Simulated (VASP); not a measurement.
# Al (Im-3m) in VASP: further runs, part 2 of 2

VASP 6.6.1.

## 3. Relaxation of cell and atoms, PBEsol

This run uses another cell than the first one, of 16.54 Å³/atom, 0.997 times its volume.

INCAR

```
SYSTEM = Al
PREC = Accurate
ENCUT = 600
EDIFF = 1E-6
ISMEAR = 1
SIGMA = 0.1
LREAL = .False.
LASPH = .True.
NELM = 60
ALGO = Normal
ISIF = 3
LWAVE = .False.
LCHARG = .False.
GGA = PS
IBRION = 2
NSW = 80
EDIFFG = -0.03
```

KPOINTS

```
regular mesh
0
Gamma
  19 19 19
  0 0 0
```

POSCAR

```
Al
1.0
    1.6050000000      1.6050000000      1.6050000000
   -1.6050000000      1.6050000000      1.6050000000
   -1.6050000000     -1.6050000000      1.6050000000
Al
1
Direct
    0.0000000000      0.0000000000      0.0000000000
```

Potentials or basis: VASP PAW PBE potentials, release 64 (Al).

Command:

```sh
cat potpaw_PBE.64/Al/POTCAR > POTCAR
mpirun -np 1 vasp_std > vasp.out
```

OUTCAR:

```text
SYSTEM = Al
   PREC = Accurate
   ENCUT = 600
   EDIFF = 1E-6
   ISMEAR = 1
   LREAL = .False.
   LASPH = .True.
   NELM = 60
   ISIF = 3
   GGA = PS
   IBRION = 2
   NSW = 80
   EDIFFG = -0.03

 ion  position               nearest neighbor table
   1  0.000  0.000  0.000-

  LATTYP: Found a body centered cubic cell.
 ALAT       =     3.2100000000

  Lattice vectors:

 A1 = (   1.6050000000,  -1.6050000000,  -1.6050000000)
 A2 = (   1.6050000000,   1.6050000000,   1.6050000000)
 A3 = (  -1.6050000000,  -1.6050000000,   1.6050000000)

Analysis of symmetry for initial positions (statically):
=====================================================================
 Subroutine PRICEL returns:
 Original cell was already a primitive cell.

 Routine SETGRP: Setting up the symmetry group for a
 body centered cubic supercell.

 Subroutine GETGRP returns: Found 48 space group operations
 (whereof 48 operations were pure point group operations)
 out of a pool of 48 trial point group operations.

The static configuration has the point symmetry O_h .

Analysis of symmetry for dynamics (positions and initial velocities):
=====================================================================
 Subroutine PRICEL returns:
 Original cell was already a primitive cell.

 Routine SETGRP: Setting up the symmetry group for a
 body centered cubic supercell.

 Subroutine GETGRP returns: Found 48 space group operations
 (whereof 48 operations were pure point group operations)
 out of a pool of 48 trial point group operations.

The dynamic configuration has the point symmetry O_h .

 Subroutine INISYM returns: Found 48 space group operations
 (whereof 48 operations are pure point group operations),
 and found     1 'primitive' translations

----------------------------------------------------------------------------------------

                                     Primitive cell

  volume of cell :      16.5381

  direct lattice vectors                    reciprocal lattice vectors
     1.605000000  1.605000000  1.605000000     0.311526480  0.000000000  0.311526480
    -1.605000000  1.605000000  1.605000000    -0.311526480  0.311526480  0.000000000
    -1.605000000 -1.605000000  1.605000000     0.000000000 -0.311526480  0.311526480

  length of vectors
     2.779941546  2.779941546  2.779941546     0.440564973  0.440564973  0.440564973

  position of ions in fractional coordinates (direct lattice)
     0.000000000  0.000000000  0.000000000

  ion indices of the primitive-cell ions
   primitive index   ion index
[... 87 lines left out ...]
   EFERMI =   0.00;   METHOD = LEGACY
   ISMEAR =     1;   SIGMA  =   0.10  broadening in eV -4-tet -1-fermi 0-gaus
   EFERMI_NEDOS =   21; number of points for ismear=-14 and -15
   IALGO  =     38    algorithm
   IMIX   =      4    mixing-type and parameters
     AMIX     =   0.40;   BMIX     =  1.00
     AMIX_MAG =   1.60;   BMIX_MAG =  1.00
  volume/ion in A,a.u.               =      16.54       111.60
  Fermi-wavevector in a.u.,A,eV,Ry     =   0.926731  1.751267 11.685089  0.858830
  Thomas-Fermi vector in A             =   2.052725
   LORBIT       =      0    0 simple, 1 ext, 2 COOP (PROOUT), +10 PAW based schemes
   GGA     = PS    functional components
   LHFCALC =     F    Hartree Fock is set to
   AEXX    =    0.0000 exact exchange contribution
   IVDW    =     0    specifies the selected vdW correction
   LEPSILON=     F    determine dielectric tensor
   LRPA    =     F    only Hartree local field effects (RPA)
 conjugate gradient relaxation of ions
 non-spin polarized calculation
 Methfessel and Paxton  Order N= 1 SIGMA  =   0.10
  energy-cutoff  :      600.00
  volume of cell :       16.54
 maximum number of plane-waves:       568
   NGX = 11   NGY = 11   NGZ = 11

--------------------------------------- Ionic step        1  -------------------------------------------

 number of electron       3.0000000 magnetization

 Free energy of the ion-electron system (eV)
  ---------------------------------------------------
  ext. energy  EPLUGINS =         0.00000000
  ---------------------------------------------------
  free energy    TOTEN  =        -3.99441985 eV

  energy without entropy =       -3.99427244  energy(sigma->0) =       -3.99437071

------------------------ aborting loop because EDIFF is reached ----------------------------------------

  FORCE on cell =-STRESS in cart. coord.  units (eV):
  Direction    XX          YY          ZZ          XY          YZ          ZX
  --------------------------------------------------------------------------------------
  -------------------------------------------------------------------------------------
  Total        0.0341978      0.0341978      0.0341978     -0.0000000      0.0000000     -0.0000000
  in kB        3.3130171      3.3130171      3.3130171     -0.0000000      0.0000000     -0.0000000
  external PRESSURE =       3.3130171 kB  Pullay stress =       0.0000000 kB

 VOLUME and BASIS-vectors are now :
 -----------------------------------------------------------------------------
  energy-cutoff  :      600.00
  volume of cell :       16.54
      direct lattice vectors                 reciprocal lattice vectors
     1.605000000  1.605000000  1.605000000     0.311526480  0.000000000  0.311526480
    -1.605000000  1.605000000  1.605000000    -0.311526480  0.311526480  0.000000000
    -1.605000000 -1.605000000  1.605000000     0.000000000 -0.311526480  0.311526480

 POSITION                                       TOTAL-FORCE (eV/Angst)
 -----------------------------------------------------------------------------------
      0.00000      0.00000      0.00000         0.000000     -0.000000      0.000000
 -----------------------------------------------------------------------------------
    total drift:                                0.000000     -0.000000      0.000000

  FREE ENERGIE OF THE ION-ELECTRON SYSTEM (eV)
  ---------------------------------------------------
  free  energy   TOTEN  =        -3.9944198474 eV

  energy  without entropy=       -3.9942724410  energy(sigma->0) =       -3.99437071

--------------------------------------- Ionic step        2  -------------------------------------------

 number of electron       3.0000000 magnetization

 Free energy of the ion-electron system (eV)
  ---------------------------------------------------
  ext. energy  EPLUGINS =         0.00000000
  ---------------------------------------------------
  free energy    TOTEN  =        -3.99449301 eV

  energy without entropy =       -3.99434882  energy(sigma->0) =       -3.99444495

 E-fermi :   7.9031     XC(G=0): -10.2341

 val. band max:        7.8980937941   @ k =   0.4211   0.2105   0.1579
 cond. band min:       7.9157207075   @ k =   0.3684   0.0526   0.0526
 fundamental gap:      0.0176269135
 Fermi energy:         7.9030818991

 k-point     1 :       0.0000    0.0000    0.0000
  band No.  band energies     occupation
      1      -3.2006      2.00000
      2      21.0740      0.00000
      3      21.0740      0.00000
      4      21.0740      0.00000
      5      22.4485      0.00000
[... 177 lines left out ...]
 k-point    24 :       0.4211    0.1053    0.0000
  band No.  band energies     occupation
      1       0.8675      2.00000
      2       8.0608     -0.04821
      3      13.5404      0.00000
      4      16.2379      0.00000
      5      19.5452      0.00000

 [... further k-points ...]
[... 5 lines left out ...]
  --------------------------------------------------------------------------------------
  -------------------------------------------------------------------------------------
  Total       -0.0039641     -0.0039641     -0.0039641      0.0000000      0.0000000      0.0000000
  in kB       -0.3821439     -0.3821439     -0.3821439      0.0000000      0.0000000      0.0000000
  external PRESSURE =      -0.3821439 kB  Pullay stress =       0.0000000 kB

 VOLUME and BASIS-vectors are now :
 -----------------------------------------------------------------------------
  energy-cutoff  :      600.00
  volume of cell :       16.62
      direct lattice vectors                 reciprocal lattice vectors
     1.607647917  1.607647917  1.607647917     0.311013372  0.000000000  0.311013372
    -1.607647917  1.607647917  1.607647917    -0.311013372  0.311013372  0.000000000
    -1.607647917 -1.607647917  1.607647917     0.000000000 -0.311013372  0.311013372

 POSITION                                       TOTAL-FORCE (eV/Angst)
 -----------------------------------------------------------------------------------
     -1.60765      1.60765      1.60765         0.000000      0.000000      0.000000
 -----------------------------------------------------------------------------------
    total drift:                                0.000000     -0.000000     -0.000000

  FREE ENERGIE OF THE ION-ELECTRON SYSTEM (eV)
  ---------------------------------------------------
  free  energy   TOTEN  =        -3.9944930124 eV

  energy  without entropy=       -3.9943488182  energy(sigma->0) =       -3.99444495

 reached required accuracy - stopping structural energy minimisation
```

OSZICAR:

```text
N       E                     dE             d eps       ncg     rms          rms(c)
DAV:   1    -0.146616625346E+01   -0.14662E+01   -0.99042E+02  2255   0.388E+02
DAV:   2    -0.399413641552E+01   -0.25280E+01   -0.23724E+01  2700   0.343E+01
DAV:   3    -0.402353817016E+01   -0.29402E-01   -0.29409E-01  3000   0.411E+00
DAV:   4    -0.402360088517E+01   -0.62715E-04   -0.62715E-04  3295   0.172E-01
DAV:   5    -0.402360096127E+01   -0.76093E-07   -0.75313E-07  3125   0.478E-03    0.133E+00
DAV:   6    -0.400598036671E+01    0.17621E-01   -0.27048E-03  2930   0.332E-01    0.752E-01
DAV:   7    -0.399443579390E+01    0.11545E-01   -0.72027E-03  2860   0.526E-01    0.161E-01
DAV:   8    -0.399442046670E+01    0.15327E-04   -0.40098E-05  3430   0.621E-02    0.809E-03
DAV:   9    -0.399441984744E+01    0.61926E-06   -0.29514E-07  3130   0.383E-03
   1 F= -.39944198E+01 E0= -.39943707E+01  d E =-.399442E+01
       N       E                     dE             d eps       ncg     rms          rms(c)
DAV:   1    -0.399450533012E+01   -0.84863E-04   -0.12757E-03  3120   0.224E-01    0.298E-02
DAV:   2    -0.399449826656E+01    0.70636E-05   -0.93699E-06  2855   0.279E-02    0.110E-02
DAV:   3    -0.399449346244E+01    0.48041E-05   -0.17379E-06  2765   0.797E-03    0.383E-03
DAV:   4    -0.399449301237E+01    0.45008E-06   -0.16536E-07  1620   0.249E-03
   2 F= -.39944930E+01 E0= -.39944449E+01  d E =-.731649E-04
```

CONTCAR:

```text
Al
   1.00000000000000
     1.6076479173479008    1.6076479173479008    1.6076479173479008
    -1.6076479173479008    1.6076479173479008    1.6076479173479008
    -1.6076479173479008   -1.6076479173479008    1.6076479173479008
  Al
     1
Direct
     0.0000000000000000    1.0000000000000000    0.0000000000000000

  0.00000000E+00  0.00000000E+00  0.00000000E+00
```

Run time: 32 s. Hardware: 1 thread of Intel Xeon 6975P-C, shared host; peak memory 0.15 GiB.

What came out:

```yaml
Free_energy: -3.9945 eV
Relaxed_volume: 16.62 Å³/atom
Relaxed_cell: a = 2.785 Å, b = 2.785 Å, c = 2.785 Å, α = 70.53°, β = 109.47°, γ = 70.53°
Space_group_after_relaxing_to_0.05_Å: Im-3m (No. 229)
Energy_gained_by_relaxing: 0.1 meV/atom
Ionic_steps: 2
Pressure_after_relaxing: 0.0 GPa
```

Final structure:
```
Al
1.0
     1.60765    1.60765    1.60765
    -1.60765    1.60765    1.60765
    -1.60765   -1.60765    1.60765
Al
1
Cartesian
  -1.6076 1.6076 1.6076
```

Caveat: the PAW data sets were made with another functional, which shifts forces and pressure a little.
